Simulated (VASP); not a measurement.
Input of a VASP 6.6.1 run:

The input INCAR:

```
SYSTEM = Li
PREC     = Accurate       ! precision mode
ENCUT    = 520            ! plane-wave cutoff, eV
EDIFF    = 1E-6           ! SCF threshold, eV
ISMEAR   = -1             ! smearing method
SIGMA    = 0.05           ! smearing width, eV
LREAL    = Auto         
LASPH    = .True.         ! aspherical terms in the spheres
NELM     = 80             ! most SCF steps
ALGO     = Normal         ! electronic algorithm
ISIF     = 2              ! what is computed and relaxed
LWAVE    = .False.        ! write WAVECAR
LCHARG   = .False.        ! write CHGCAR
GGA      = PE             ! functional
NBANDS   = 40             ! bands
```

The input KPOINTS:

```
regular mesh
0
Gamma
  3 3 3
  0 0 0
```

File POSCAR:

```
Li
1.0
    6.9800000000      0.0000000000      0.0000000000
    0.0000000000      6.9800000000      0.0000000000
    0.0000000000      0.0000000000      6.9800000000
Li
17
Direct
   -0.0142300860     -0.0004345272     -0.0154782235
    0.5127985673     -0.0230647564     -0.0107603152
   -0.0242459885      0.4634167622      0.0066863897
    0.1056626074     -0.0406190544      0.5596518625
    0.2493588825      0.2378843840      0.2345510029
    0.5248325215      0.5493414040     -0.0516351003
    0.5003765043     -0.0211795129      0.4973300860
    0.6358661891      0.3143444126      0.1967242120
    0.0088929799      0.4760858166      0.4944363897
    0.2427929799      0.7363578797      0.2303402579
    0.2745489971      0.2559799427      0.7739256447
    0.4811326648      0.5144229226      0.5069217765
    0.7668641834      0.7309836676      0.2537669054
    0.7456310888      0.2432631805      0.7315783668
    0.2251773639      0.7041693410      0.7896451289
    0.7799230659      0.7533373926      0.7135849570
    0.8664991404      0.1073878223      0.3527495702
```

Potentials or basis: VASP PAW PBE potentials, release 64 (Li_sv).

The run is started by

```console
$ cat potpaw_PBE.64/Li_sv/POTCAR > POTCAR
$ mpirun -np 1 vasp_std > vasp.out
```

Task: Predict the largest force.

Result: 0.012 eV/Å.

Task: Estimate the band gap on the k mesh.

Result: Zero (an odd number of electrons rules out a gap without spin polarisation).

Forces in eV/Å, atoms in the order of the input:
```
Li  -0.005 -0.003  0.002
Li  -0.003  0.004 -0.003
Li  -0.003 -0.005  0.000
Li   0.008  0.000 -0.003
Li   0.004  0.004 -0.002
Li  -0.009 -0.001  0.003
Li  -0.011  0.002  0.005
Li   0.001  0.000 -0.005
Li  -0.005  0.000  0.006
Li  -0.002  0.000  0.000
Li   0.005 -0.003 -0.002
Li  -0.004 -0.001  0.000
Li   0.007  0.002  0.006
Li  -0.002 -0.004  0.004
Li   0.010 -0.003  0.003
Li   0.003  0.004 -0.008
Li   0.005  0.002 -0.005
```
